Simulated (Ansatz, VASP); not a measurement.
**Bi: VASP beside Ansatz**

INCAR

```
  ALGO = Normal
  EDIFF = 1E-6
  ENCUT = 520
  GGA = PS
  ISIF = 2
  ISMEAR = -1
  LASPH = T
  LCHARG = T
  LELF = T
  LREAL = F
  LVHAR = T
  LWAVE = F
  NBANDS = 30
  NELM = 60
  PREC = Accurate
  SIGMA = 0.1
```

Contents of KPOINTS:

```
k-points
0
Gamma
  7 7 11
```

File POSCAR:

```
Bi
1.0
    5.7011020455      0.0000000000      0.0000000000
   -2.8505510228      4.9372992009      0.0000000000
    0.0000000000      0.0000000000      3.3670702829
Bi
3
Direct
    0.0000000000      1.0000000000      0.0000000000
    0.3333333333      0.6666666667      0.5000000000
    0.6666666667      0.3333333333      0.5000000000
```

Input for Ansatz:

```yaml
crystal:
  lattice:
    - [5.7011020455, 0.0, 0.0]
    - [-2.8505510228, 4.9372992009, 0.0]
    - [0.0, 0.0, 3.3670702829]
  atoms:
    - { symbol: Bi, position: [0.0, 1.0, 0.0] }
    - { symbol: Bi, position: [0.3333333333, 0.6666666667, 0.5] }
    - { symbol: Bi, position: [0.6666666667, 0.3333333333, 0.5] }
hamiltonian:
  xc: pbesol
  pseudopotentials:
    kind: paw
    azcp:
      Bi: "pseudopotentials/Bi.paw.azcp"
basis:
  ecutwfc: 420
  fft_grid_basis: typed
kpoints:
  mp_grid: { grid: [7, 7, 11], shift: [0, 0, 0] }
magnetization:
  spin_polarized: false
scf:
  occupations: { method: fermi_dirac, width: 0.1 }
  lower_state_search: "off"
output:
  stress: true
```

Alike in both runs: task single point; functional PBEsol; k mesh 7 × 7 × 11; occupations fermi-dirac, width 0.1 eV; no spin polarisation.

|  | VASP | Ansatz |
| --- | --- | --- |
| version | VASP 6.6.1 | Ansatz 0.2.0 |
| potentials or method | VASP PAW PBE potentials, release 64 (Bi_d), cutoff 520 eV | plane waves (420 eV) with PAW, scalar-relativistic |
| valence electrons in the cell | 45 | 45 |

```csv
,VASP,Ansatz,Ansatz less VASP
pressure (GPa),-2.0,-1.9,+0.06
"traceless stress, the component that is largest in VASP (GPa)",0.49,0.50,+0.013
```

VASP's potentials were made for PBE, not for PBEsol, and Ansatz warns of the same on its side.

Neither program's run includes spin-orbit coupling.
